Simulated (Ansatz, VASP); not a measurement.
# CdS: VASP beside Ansatz

POSCAR

```
CdS
1.0
    0.0000000000      2.9392148400      2.9392148400
    2.9083530842      0.0000000000      2.9392148400
    2.9083530842      2.9392148400      0.0000000000
Cd S
1 1
Direct
    0.0000000000      0.0000000000      0.0000000000
    0.2500000000      0.2500000000      0.2500000000
```

The input INCAR.step1:

```
SYSTEM = CdS
  PREC = Accurate
  ENCUT = 520
  ISMEAR = 0
  SIGMA = 0.01
  LREAL = .False.
  LASPH = .True.
  NELM = 100
  NBANDS = 16
  GGA = PE
  ALGO = Normal
  EDIFF = 1E-4
  LWAVE = .True.
  LCHARG = .False.
```

INCAR.step2

```
SYSTEM = CdS
  PREC = Accurate
  ENCUT = 520
  EDIFF = 1E-7
  ISMEAR = 0
  SIGMA = 0.01
  LREAL = .False.
  LASPH = .True.
  NELM = 100
  ALGO = Normal
  ISIF = 2
  LWAVE = .False.
  LCHARG = .True.
  METAGGA = R2SCAN
  LMIXTAU = .True.
  LELF = .True.
  LVHAR = .True.
  NBANDS = 16
  ISTART = 1
```

File KPOINTS:

```
regular mesh
0
Gamma
  8 8 8
  0 0 0
```

Input for Ansatz:

```yaml
crystal:
  lattice:
    - [0.0, 2.93921484, 2.93921484]
    - [2.9083530842, 0.0, 2.93921484]
    - [2.9083530842, 2.93921484, 0.0]
  atoms:
    - { symbol: Cd, position: [0.0, 0.0, 0.0] }
    - { symbol: S, position: [0.25, 0.25, 0.25] }
kpoints:
  mp_grid: { grid: [8, 8, 8] }
  band_path:
    path:
      - [0.0, 0.0, 0.0]
      - [-0.5, -0.5, 0.0]
      - [-0.375, -0.375, 0.25]
      - [-0.375, 0.0, 0.375]
      - [0.0, 0.0, 0.5]
      - [-0.5, -0.25, 0.25]
    npoints: 1
hamiltonian:
  xc: r2scan
scf:
  occupations: { method: fixed }
  n_extra_bands: 4
output:
  forces: true
  stress: true
  eigenvalues: true
```

Change from the starting cell: uniaxial_x strain -1.1%.

Alike in both runs: task single point; functional r2SCAN; k mesh 8 × 8 × 8; no spin polarisation.

|  | VASP | Ansatz |
| --- | --- | --- |
| version | VASP 6.6.1 | Ansatz 0.2.0 |
| potentials or method | VASP PAW PBE potentials, release 64 (Cd, S) | plane waves, PAW |
| plane-wave cutoff (eV) | 520 | 500 |
| occupations | gaussian, width 0.01 eV | fixed |
| valence electrons in the cell | 18 | 26 |

VASP gave:

| Property | Result |
| --- | --- |
| gap on the k mesh at the Fermi level (eV) | 1.54 |
| pressure (GPa) | 1.0 |
| traceless stress, the component that is largest in VASP (GPa) | 0.12 |

Task: Estimate Ansatz's values.

Result: gap on the k mesh at the Fermi level (eV): 1.55; pressure (GPa): 0.6; traceless stress, the component that is largest in VASP (GPa): 0.12.

VASP's potentials were made for PBE, not for r2SCAN. VASP's potentials hold 18 valence electrons a cell and Ansatz's 26, so a difference there can come from the potentials and not from the codes.
